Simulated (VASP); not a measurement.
Wanted: the native input for a VASP 6.6.1 run.

```
Task                   : single point
Functional             : PBEsol
Potentials or basis    : VASP PAW PBE potentials, release 64 (Al, Ni)
Cutoff                 : 520 eV
k mesh                 : 18 × 18 × 18
Occupations            : gaussian, width 0.15 eV
Spin                   : no spin polarisation
Dipole correction      : no
Further INCAR settings : ALGO = Fast; EDIFF = 1e-06; NBANDS = 14
```

The structure of AlNi lies in POSCAR:

```
AlNi
1.0
    2.8345241309      0.0000000000      0.0000000000
    0.0000000000      2.8345241309      0.0000000000
    0.0000000000      0.0000000000      2.9762503375
Al Ni
1 1
Direct
    0.0000000000      0.0000000000      0.0000000000
    0.5000000000      0.5000000000      0.5000000000
```

This cell differs from its parent crystal: ratio of the length along z to the lengths across it x 1.05, volume and fractional coordinates fixed.

These files were run (other wordings do the same):

INCAR

```
PREC = Accurate
ENCUT = 520
EDIFF = 1E-6
ISMEAR = 0
SIGMA = 0.15
LREAL = F
LASPH = T
NELM = 80
ALGO = Fast
ISIF = 2
LWAVE = F
LCHARG = T
GGA = PS
LELF = T
LVHAR = T
NBANDS = 14
```

KPOINTS

```
regular mesh
0
Gamma
  18 18 18
```

Potentials or basis: VASP PAW PBE potentials, release 64 (Al, Ni).

Launch:

```sh
$ cat potpaw_PBE.64/Al/POTCAR potpaw_PBE.64/Ni/POTCAR > POTCAR
$ mpirun -np 1 vasp_std > vasp.out
```

Results of the run:

```yaml
Pressure: -2.8 GPa
Band_gap_on_the_k_mesh: zero (an odd number of electrons rules out a gap without spin polarisation)
```

Caveat: the PAW data sets were made with another functional, which shifts forces and pressure a little.

It took 2.1 min on 1 thread of Intel Xeon 8259CL, with other jobs on the host, peak memory 0.3 GiB.
